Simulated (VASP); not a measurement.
# CuAu (P4/mmm) in VASP: further runs, part 2 of 2

VASP 6.6.1. Earlier steps stand in the parts before.

### 3 Electric field gradients, PBEsol

Contents of INCAR:

```
SYSTEM = CuAu
  ALGO = Normal
  EDIFF = 1E-8
  ENCUT = 520
  GGA = PS
  ISIF = 2
  ISMEAR = -4
  LASPH = .TRUE.
  LCHARG = .FALSE.
  LEFG = .TRUE.
  LREAL = .FALSE.
  LWAVE = .FALSE.
  NBANDS = 18
  NELM = 80
  PREC = Accurate
  SIGMA = 0.1
```

Contents of KPOINTS:

```
k-points
0
G
  11 11 8
  0 0 0
```

Contents of POSCAR:

```
CuAu
1.0
    2.8507024026      0.0000000000      0.0000000000
    0.0000000000      2.8507024026      0.0000000000
    0.0000000000      0.0000000000      3.5816088600
Cu Au
1 1
Direct
    0.5000000000      0.5000000000      0.5000000000
    0.0000000000      0.0000000000      0.0000000000
```

Potentials or basis: VASP PAW PBE potentials, release 64 (Cu, Au).

Command:

```
$ cat potpaw_PBE.64/Cu/POTCAR potpaw_PBE.64/Au/POTCAR > POTCAR
$ mpirun -np 1 vasp_std > vasp.out
```

OUTCAR:

```text
SYSTEM = CuAu
   EDIFF = 1E-8
   ENCUT = 520
   GGA = PS
   ISIF = 2
   ISMEAR = -4
   LASPH = .TRUE.
   LREAL = .FALSE.
   NELM = 80
   PREC = Accurate

 ion  position               nearest neighbor table
   1  0.500  0.500  0.500-   2 2.70   2 2.70   2 2.70   2 2.70   2 2.70   2 2.70   2 2.70   2 2.70

   2  0.000  0.000  0.000-   1 2.70   1 2.70   1 2.70   1 2.70   1 2.70   1 2.70   1 2.70   1 2.70

  LATTYP: Found a simple tetragonal cell.
 ALAT       =     2.8507024026
 C/A-ratio  =     1.2563952157

  Lattice vectors:

 A1 = (   2.8507024026,   0.0000000000,   0.0000000000)
 A2 = (   0.0000000000,   2.8507024026,   0.0000000000)
 A3 = (   0.0000000000,   0.0000000000,   3.5816088600)

Analysis of symmetry for initial positions (statically):
=====================================================================
 Subroutine PRICEL returns:
 Original cell was already a primitive cell.

 Routine SETGRP: Setting up the symmetry group for a
 simple tetragonal supercell.

 Subroutine GETGRP returns: Found 16 space group operations
 (whereof 16 operations were pure point group operations)
 out of a pool of 16 trial point group operations.

The static configuration has the point symmetry D_4h.

Analysis of symmetry for dynamics (positions and initial velocities):
=====================================================================
 Subroutine PRICEL returns:
 Original cell was already a primitive cell.

 Routine SETGRP: Setting up the symmetry group for a
 simple tetragonal supercell.

 Subroutine GETGRP returns: Found 16 space group operations
 (whereof 16 operations were pure point group operations)
 out of a pool of 16 trial point group operations.

The dynamic configuration has the point symmetry D_4h.

 Subroutine INISYM returns: Found 16 space group operations
 (whereof 16 operations are pure point group operations),
 and found     1 'primitive' translations

----------------------------------------------------------------------------------------

                                     Primitive cell

  volume of cell :      29.1060

  direct lattice vectors                    reciprocal lattice vectors
     2.850702403  0.000000000  0.000000000     0.350790738  0.000000000  0.000000000
     0.000000000  2.850702403  0.000000000     0.000000000  0.350790738  0.000000000
     0.000000000  0.000000000  3.581608860     0.000000000  0.000000000  0.279204134

  length of vectors
     2.850702403  2.850702403  3.581608860     0.350790738  0.350790738  0.279204134

  position of ions in fractional coordinates (direct lattice)
     0.500000000  0.500000000  0.500000000
     0.000000000  0.000000000  0.000000000

  ion indices of the primitive-cell ions
   primitive index   ion index
                 1           1
                 2           2

----------------------------------------------------------------------------------------

 KPOINTS: k-points

Automatic generation of k-mesh.
[... 76 lines left out ...]
   POTIM  = 0.5000    time-step for ionic-motion
   TEBEG  =    0.0;   TEEND  =   0.0 temperature during run
   PSTRESS=    0.0 pullay stress
   NELECT =      22.0000    total number of electrons
   NUPDOWN=      -1.0000    fix difference up-down
   EMIN   =  10.00;   EMAX   =-10.00  energy-range for DOS
   EFERMI =   0.00;   METHOD = LEGACY
   ISMEAR =    -4;   SIGMA  =   0.10  broadening in eV -4-tet -1-fermi 0-gaus
   EFERMI_NEDOS =   21; number of points for ismear=-14 and -15
   IALGO  =     38    algorithm
   IMIX   =      4    mixing-type and parameters
     AMIX     =   0.40;   BMIX     =  1.00
     AMIX_MAG =   1.60;   BMIX_MAG =  1.00
  volume/ion in A,a.u.               =      14.55        98.21
  Fermi-wavevector in a.u.,A,eV,Ry     =   1.491266  2.818084 30.257642  2.223874
  Thomas-Fermi vector in A             =   2.603943
   LORBIT       =      0    0 simple, 1 ext, 2 COOP (PROOUT), +10 PAW based schemes
   GGA     = PS    functional components
   LHFCALC =     F    Hartree Fock is set to
   AEXX    =    0.0000 exact exchange contribution
   IVDW    =     0    specifies the selected vdW correction
   LEPSILON=     F    determine dielectric tensor
   LRPA    =     F    only Hartree local field effects (RPA)
 non-spin polarized calculation
 Fermi weights with tetrahedron method witout Bloechl corrections
  energy-cutoff  :      520.00
  volume of cell :       29.11
 maximum number of plane-waves:       802
 NGX is ok and might be reduce to    24
   NGX = 11   NGY = 11   NGZ = 13

 number of electron      21.9999980 magnetization

 Free energy of the ion-electron system (eV)
  ---------------------------------------------------
  ext. energy  EPLUGINS =         0.00000000
  ---------------------------------------------------
  free energy    TOTEN  =        -8.26406289 eV

  energy without entropy =       -8.26406289  energy(sigma->0) =       -8.26406289

 E-fermi :   8.6199     XC(G=0): -12.8391

 val. band max:        8.6371679288   @ k =   0.4545   0.2727   0.2500
 cond. band min:       8.3200206516   @ k =   0.2727   0.1818   0.5000
 fundamental gap:     -0.3171472772
 Fermi energy:         8.6198769746

 k-point     1 :       0.0000    0.0000    0.0000
  band No.  band energies     occupation
      1      -1.2682      2.00000
      2       2.0182      2.00000
      3       2.1485      2.00000
      4       4.4342      2.00000
      5       4.4342      2.00000
      6       5.3917      2.00000
[... 481 lines left out ...]
      5       4.5708      2.00000
      6       5.1703      2.00000
[... 10 lines left out ...]
     17      25.7160      0.00000
     18      26.9216      0.00000

 [... further k-points ...]

------------------------ aborting loop because EDIFF is reached ----------------------------------------

  FORCE on cell =-STRESS in cart. coord.  units (eV):
  Direction    XX          YY          ZZ          XY          YZ          ZX
  --------------------------------------------------------------------------------------
  -------------------------------------------------------------------------------------
  Total       -0.7641959     -0.7641959     -0.4360957      0.0000000     -0.0000000      0.0000000
  in kB      -42.0662074    -42.0662074    -24.0054857      0.0000000     -0.0000000      0.0000000
  external PRESSURE =     -36.0459668 kB  Pullay stress =       0.0000000 kB

 VOLUME and BASIS-vectors are now :
 -----------------------------------------------------------------------------
  energy-cutoff  :      520.00
  volume of cell :       29.11
      direct lattice vectors                 reciprocal lattice vectors
     2.850702403  0.000000000  0.000000000     0.350790738  0.000000000  0.000000000
     0.000000000  2.850702403  0.000000000     0.000000000  0.350790738  0.000000000
     0.000000000  0.000000000  3.581608860     0.000000000  0.000000000  0.279204134

 POSITION                                       TOTAL-FORCE (eV/Angst)
 -----------------------------------------------------------------------------------
      1.42535      1.42535      1.79080         0.000000      0.000000      0.000000
      0.00000      0.00000      0.00000         0.000000      0.000000      0.000000
 -----------------------------------------------------------------------------------
    total drift:                                0.000000      0.000000     -0.000000

  FREE ENERGIE OF THE ION-ELECTRON SYSTEM (eV)
  ---------------------------------------------------
  free  energy   TOTEN  =        -8.2640628898 eV

  energy  without entropy=       -8.2640628898  energy(sigma->0) =       -8.26406289

 Electric field gradients (V/A^2)
---------------------------------------------------------------------
 ion       V_xx      V_yy      V_zz      V_xy      V_xz      V_yz
---------------------------------------------------------------------
   1       7.197     7.197   -14.394    -0.000     0.000     0.000
   2     -39.846   -39.846    79.692     0.000    -0.000    -0.000
---------------------------------------------------------------------

 Electric field gradients after diagonalization (V/A^2)
 (convention: |V_zz| > |V_xx| > |V_yy|)
----------------------------------------------------------------------
 ion       V_xx      V_yy      V_zz     asymmetry (V_yy - V_xx)/ V_zz
----------------------------------------------------------------------
   1       7.197     7.197   -14.394       0.000
   2     -39.846   -39.846    79.692       0.000
----------------------------------------------------------------------

           NMR quadrupolar parameters

 Cq : quadrupolar parameter    Cq=e*Q*V_zz/h
 eta: asymmetry parameters     (V_yy - V_xx)/ V_zz
 Q  : nuclear electric quadrupole moment in mb (millibarn)
----------------------------------------------------------------------
 ion       Cq(MHz)       eta       Q (mb)
----------------------------------------------------------------------
   1      -0.035       0.000       1.000
   2       0.193       0.000       1.000
----------------------------------------------------------------------
```

Wall time 20 s (1 thread of Intel Xeon 6975P-C (Granite Rapids), shared host); peak memory 0.19 GiB.

Results:

```
Free energy                             : -8.2641 eV
Pressure                                : -3.6 GPa
Band gap on the k mesh                  : zero (bands 11 and 12 overlap by 6.15 eV)
Largest electric field gradient by atom : Cu -14.4; Au +79.7 V/Å²
```

Levels at points of the mesh, in eV from the Fermi level:
```tsv
k point	band 7	band 8	band 9	band 10	band 11	band 12	band 13	band 14	band 15	band 16
(0.00, 0.00, 0.00)	-2.82	-2.16	-1.77	-1.55	-1.55	2.60	8.70	9.37	9.37	16.18
(0.00, 0.00, 0.50)	-3.27	-2.91	-2.47	-2.47	-2.33	-2.12	13.95	14.21	14.21	14.86
```

Electric field gradients, principal values (V/Å²):
```tsv
atom	least	middle	greatest (by size)
1 Cu	7.197	7.197	-14.394
2 Au	-39.846	-39.846	79.692
```

Caveat: the cell stands under tension; without QUAD_EFG the Cq values of the log hold for a quadrupole moment of 1 mb, not for the nuclei; the PAW data sets were made with another functional, which shifts forces and pressure a little; spin-orbit coupling is left out, which moves the levels of the heavy elements.
